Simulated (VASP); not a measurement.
# AlNi (Cmmm) in VASP: further runs

AlNi is run at these levels: PBEsol, PBE0; tasks: single point.

Program: VASP 6.6.1. These are calculated values, not measurements. Logs are shortened: lines on timing, memory, paths and dates and some standing lists are left out, and cuts for length are marked.

### Step 1. The cell of the first run

Symmetry: Cmmm, No. 65, orthorhombic system. The conventional cell has a = 3.877 Å, b = 3.906 Å, c = 3.099 Å, α = 90.00°, β = 90.00°, γ = 90.00°. Ni (site symmetry mmm) has 8 Al at 2.48 to 2.49 Å and 6 Ni at 2.75 to 3.10 Å within 3.3 Å. Within 3.3 Å of Al (site symmetry mmm) lie 8 Ni at 2.48 to 2.49 Å and 6 Al at 2.75 to 3.10 Å.

### Step 2. Single point, PBEsol, collinear spin, ferromagnetic start

File INCAR:

```
SYSTEM = AlNi
ALGO = Normal
EDIFF = 1E-7
ENCUT = 520
GGA = PS
ISIF = 2
ISMEAR = -1
ISPIN = 2
LASPH = .True.
LCHARG = .False.
LMAXMIX = 4
LORBIT = 11
LREAL = .False.
LWAVE = .False.
MAGMOM = 1 0
NBANDS = 18
NELM = 150
NUPDOWN = 1.0
PREC = Accurate
SIGMA = 0.05
```

File KPOINTS:

```
k-points
0
Gamma
  8 8 7
  0 0 0
```

File POSCAR:

```
AlNi
1.0
    1.9386940000     -1.9531901500      0.0000000000
    1.9386940000      1.9531901500      0.0000000000
    0.0000000000      0.0000000000      3.0994300413
Ni Al
1 1
Direct
    0.5000000000      0.5000000000      0.5000000000
    0.0000000000      0.0000000000      0.0000000000
```

Potentials or basis: VASP PAW PBE potentials, release 64 (Ni, Al).

On the command line:

```
cat potpaw_PBE.64/Ni/POTCAR potpaw_PBE.64/Al/POTCAR > POTCAR
mpirun -np 1 vasp_std > vasp.out
```

OUTCAR:

```text
SYSTEM = AlNi
   EDIFF = 1E-7
   ENCUT = 520
   GGA = PS
   ISIF = 2
   ISMEAR = -1
   ISPIN = 2
   LASPH = .True.
   LORBIT = 11
   LREAL = .False.
   NELM = 150
   NUPDOWN = 1.0
   PREC = Accurate

 ion  position               nearest neighbor table
   1  0.500  0.500  0.500-   2 2.48   2 2.48   2 2.48   2 2.48   2 2.49   2 2.49   2 2.49   2 2.49

   2  0.000  0.000  0.000-   1 2.48   1 2.48   1 2.48   1 2.48   1 2.49   1 2.49   1 2.49   1 2.49

  LATTYP: Found a base centered orthorhombic cell.
 ALAT       =     3.8773880000
 B/A-ratio  =     1.0074772759
 C/A-ratio  =     0.7993603017

  Lattice vectors:

 A1 = (   1.9386940000,  -1.9531901500,   0.0000000000)
 A2 = (   1.9386940000,   1.9531901500,   0.0000000000)
 A3 = (   0.0000000000,   0.0000000000,   3.0994300413)

Analysis of symmetry for initial positions (statically):
=====================================================================
 Subroutine PRICEL returns:
 Original cell was already a primitive cell.

 Routine SETGRP: Setting up the symmetry group for a
 base centered orthorhombic supercell.

 Subroutine GETGRP returns: Found  8 space group operations
 (whereof  8 operations were pure point group operations)
 out of a pool of  8 trial point group operations.

The static configuration has the point symmetry D_2h.

Analysis of symmetry for dynamics (positions and initial velocities):
=====================================================================
 Subroutine PRICEL returns:
 Original cell was already a primitive cell.

 Routine SETGRP: Setting up the symmetry group for a
 base centered orthorhombic supercell.

 Subroutine GETGRP returns: Found  8 space group operations
 (whereof  8 operations were pure point group operations)
 out of a pool of  8 trial point group operations.

The dynamic configuration has the point symmetry D_2h.

Analysis of structural, dynamic, and magnetic symmetry:
=====================================================================
 Subroutine PRICEL returns:
 Original cell was already a primitive cell.

 Routine SETGRP: Setting up the symmetry group for a
 base centered orthorhombic supercell.

 Subroutine GETGRP returns: Found  8 space group operations
 (whereof  8 operations were pure point group operations)
 out of a pool of  8 trial point group operations.

The overall configuration has the point symmetry D_2h.

 Subroutine INISYM returns: Found  8 space group operations
 (whereof  8 operations are pure point group operations),
 and found     1 'primitive' translations

----------------------------------------------------------------------------------------

                                     Primitive cell

  volume of cell :      23.4728

  direct lattice vectors                    reciprocal lattice vectors
     1.938694000 -1.953190150  0.000000000     0.257905580 -0.255991461  0.000000000
     1.938694000  1.953190150  0.000000000     0.257905580  0.255991461  0.000000000
     0.000000000  0.000000000  3.099430041     0.000000000  0.000000000  0.322639965

  length of vectors
     2.751996764  2.751996764  3.099430041     0.363382603  0.363382603  0.322639965

  position of ions in fractional coordinates (direct lattice)
     0.500000000  0.500000000  0.500000000
     0.000000000  0.000000000  0.000000000

  ion indices of the primitive-cell ions
   primitive index   ion index
                 1           1
                 2           2

----------------------------------------------------------------------------------------

 KPOINTS: k-points

Automatic generation of k-mesh.
 Grid dimensions read from file:
 generate k-points for:    8    8    7

 Generating k-lattice:

  Cartesian coordinates                     Fractional coordinates (reciprocal lattice)
     0.032238197 -0.031998933  0.000000000     0.125000000  0.000000000  0.000000000
     0.032238197  0.031998933  0.000000000     0.000000000  0.125000000  0.000000000
     0.000000000  0.000000000  0.046091424     0.000000000  0.000000000  0.142857143

  Length of vectors
     0.045422825  0.045422825  0.046091424

  Shift w.r.t. Gamma in fractional coordinates (k-lattice)
     0.000000000  0.000000000  0.000000000

 Subroutine IBZKPT returns following result:
 ===========================================

 Found     84 irreducible k-points:

 Following reciprocal coordinates:
            Coordinates               Weight
  0.000000  0.000000  0.000000      1.000000
  0.125000  0.000000  0.000000      4.000000
  0.250000  0.000000  0.000000      4.000000
  0.375000  0.000000  0.000000      4.000000
  0.500000  0.000000  0.000000      2.000000
  0.125000  0.125000  0.000000      2.000000
[... 16 lines left out ...]
  0.125000  0.000000  0.142857      8.000000
  0.250000  0.000000  0.142857      8.000000
 [... further k-points ...]
   k-points           NKPTS =     84   k-points in BZ     NKDIM =     84   number of bands    NBANDS=     18
   number of dos      NEDOS =    301   number of ions     NIONS =      2
   total plane-waves  NPLWV =   9600
   dimension x,y,z NGX =    20 NGY =   20 NGZ =   24
   dimension x,y,z NGXF=    40 NGYF=   40 NGZF=   48
   ions per type =               1   1
   NGX,Y,Z   is equivalent  to a cutoff of  12.08, 12.08, 12.87 a.u.
   NGXF,Y,Z  is equivalent  to a cutoff of  24.16, 24.16, 25.75 a.u.
 SYSTEM =  AlNi
   PREC   = accura    normal or accurate (medium, high low for compatibility)
   ISTART =      0    job   : 0-new  1-cont  2-samecut
   ICHARG =      2    charge: 1-file 2-atom 10-const
   ISPIN  =      2    spin polarized calculation?
   LNONCOLLINEAR =      F non collinear calculations
   LSORBIT =      F    spin-orbit coupling
   LASPH  =      T    aspherical Exc in radial PAW
   ENCUT  =  520.0 eV  38.22 Ry    6.18 a.u.   5.12  5.12  5.76*2*pi/ulx,y,z
   NELM   =    150;   NELMIN=  2; NELMDL= -5     # of ELM steps
   EDIFF  = 0.1E-06   stopping-criterion for ELM
   LREAL  =      F    real-space projection
   EDIFFG = 0.1E-05   stopping-criterion for IOM
   NSW    =      0    number of steps for IOM
   IBRION =     -1    ionic relax: 0-MD 1-quasi-New 2-CG
   NFREE  =      0    steps in history (QN), initial steepest desc. (CG)
   ISIF   =      2    stress and relaxation
   ISYM   =      2    0-nonsym 1-usesym 2-fastsym
   POTIM  = 0.5000    time-step for ionic-motion
   TEBEG  =    0.0;   TEEND  =   0.0 temperature during run
   PSTRESS=    0.0 pullay stress
   NELECT =      13.0000    total number of electrons
   NUPDOWN=       1.0000    fix difference up-down
   EMIN   =  10.00;   EMAX   =-10.00  energy-range for DOS
   EFERMI =   0.00;   METHOD = LEGACY
   ISMEAR =    -1;   SIGMA  =   0.05  broadening in eV -4-tet -1-fermi 0-gaus
   EFERMI_NEDOS =   21; number of points for ismear=-14 and -15
   IALGO  =     38    algorithm
   IMIX   =      4    mixing-type and parameters
     AMIX     =   0.40;   BMIX     =  1.00
     AMIX_MAG =   1.60;   BMIX_MAG =  1.00
  volume/ion in A,a.u.               =      11.74        79.20
  Fermi-wavevector in a.u.,A,eV,Ry     =   1.344417  2.540580 24.591955  1.807458
  Thomas-Fermi vector in A             =   2.472413
   LORBIT       =     11    0 simple, 1 ext, 2 COOP (PROOUT), +10 PAW based schemes
   GGA     = PS    functional components
   LHFCALC =     F    Hartree Fock is set to
   AEXX    =    0.0000 exact exchange contribution
   IVDW    =     0    specifies the selected vdW correction
   LEPSILON=     F    determine dielectric tensor
   LRPA    =     F    only Hartree local field effects (RPA)
 spin polarized calculation
  energy-cutoff  :      520.00
  volume of cell :       23.47
 maximum number of plane-waves:       646
   NGX = 11   NGY = 11   NGZ = 11

 number of electron      13.0000020 magnetization       1.0000005

 Free energy of the ion-electron system (eV)
  ---------------------------------------------------
  ext. energy  EPLUGINS =         0.00000000
  ---------------------------------------------------
  free energy    TOTEN  =       -11.00566271 eV

  energy without entropy =      -10.99820707  energy(sigma->0) =      -11.00193489

 E-fermi :   9.2503     XC(G=0): -12.2662

 val. band max:       11.7134963796   @ k =   0.2500   0.2500   0.1429
 cond. band min:       9.2827208231   @ k =   0.2500   0.1250   0.4286
 fundamental gap:     -2.4307755565
 Fermi energy:        11.7279794808

 spin component 1

 k-point     1 :       0.0000    0.0000    0.0000
  band No.  band energies     occupation
      1      -1.2878      1.00000
      2       6.0960      1.00000
      3       6.1994      1.00000
      4       7.9120      1.00000
      5       7.9299      1.00000
      6       8.2466      1.00000
[... 10 lines left out ...]
     17      33.4118      0.00000
     18      33.4201      0.00000
[... 463 lines left out ...]
 k-point    24 :       0.2500    0.0000    0.1429
  band No.  band energies     occupation
      1       0.2614      1.00000
      2       6.2149      1.00000
      3       6.3154      1.00000
      4       7.2031      1.00000
      5       7.8791      1.00000
      6       7.9170      1.00000
[... 10 lines left out ...]
     17      30.3768      0.00000
     18      34.1021      0.00000

 [... further k-points ...]

 spin component 2

 k-point     1 :       0.0000    0.0000    0.0000
  band No.  band energies     occupation
      1      -0.9581      1.00000
      2       6.8181      1.00000
      3       7.0159      1.00000
      4       8.4298      1.00000
      5       8.4496      1.00000
      6       8.7391      0.99996
[... 10 lines left out ...]
     17      33.7137      0.00000
     18      33.7214      0.00000
[... 463 lines left out ...]
 k-point    24 :       0.2500    0.0000    0.1429
  band No.  band energies     occupation
      1       0.5931      1.00000
      2       6.9024      1.00000
      3       7.0174      1.00000
      4       7.7559      1.00000
      5       8.3683      1.00000
      6       8.4278      1.00000
[... 10 lines left out ...]
     17      30.7168      0.00000
     18      34.4501      0.00000

 [... further k-points ...]

------------------------ aborting loop because EDIFF is reached ----------------------------------------

  FORCE on cell =-STRESS in cart. coord.  units (eV):
  Direction    XX          YY          ZZ          XY          YZ          ZX
  --------------------------------------------------------------------------------------
  -------------------------------------------------------------------------------------
  Total        1.1310896      0.8792325      0.0045324     -0.0000000      0.0000000      0.0000000
  in kB       77.2043865     60.0134661      0.3093698     -0.0000000      0.0000000      0.0000000
  external PRESSURE =      45.8424075 kB  Pullay stress =       0.0000000 kB

 VOLUME and BASIS-vectors are now :
 -----------------------------------------------------------------------------
  energy-cutoff  :      520.00
  volume of cell :       23.47
      direct lattice vectors                 reciprocal lattice vectors
     1.938694000 -1.953190150  0.000000000     0.257905580 -0.255991461  0.000000000
     1.938694000  1.953190150  0.000000000     0.257905580  0.255991461  0.000000000
     0.000000000  0.000000000  3.099430041     0.000000000  0.000000000  0.322639965

 POSITION                                       TOTAL-FORCE (eV/Angst)
 -----------------------------------------------------------------------------------
      1.93869      0.00000      1.54972        -0.000000     -0.000000      0.000000
      0.00000      0.00000      0.00000         0.000000      0.000000      0.000000
 -----------------------------------------------------------------------------------
    total drift:                                0.000000      0.000000      0.000000

  FREE ENERGIE OF THE ION-ELECTRON SYSTEM (eV)
  ---------------------------------------------------
  free  energy   TOTEN  =       -11.0056627052 eV

  energy  without entropy=      -10.9982070731  energy(sigma->0) =      -11.00193489

 total charge

# of ion       s       p       d       tot
------------------------------------------
    1        0.499   0.569   8.401   9.470
    2        0.385   0.431   0.000   0.816
--------------------------------------------------
tot          0.883   1.001   8.401  10.286

 magnetization (x)

# of ion       s       p       d       tot
------------------------------------------
    1        0.042   0.093   0.594   0.729
    2        0.010   0.057   0.000   0.067
--------------------------------------------------
tot          0.052   0.150   0.594   0.795
```

It took 82 s on 1 thread of Intel Xeon 8259CL, shared host; peak memory 0.18 GiB.

Results:

* Free energy: -11.0057 eV
* Pressure: 4.6 GPa
* Net moment: 1.00 μB per cell
* Site moments: Ni +0.73; Al +0.07 μB
* Valence electrons inside the program's atomic spheres: Ni 9.47; Al 0.82

Caveat: the cell stands under pressure; the PAW data sets were made with another functional, which shifts forces and pressure a little; the total moment is fixed, so each spin has its own Fermi level.

(Continued in part 2 of 3.)
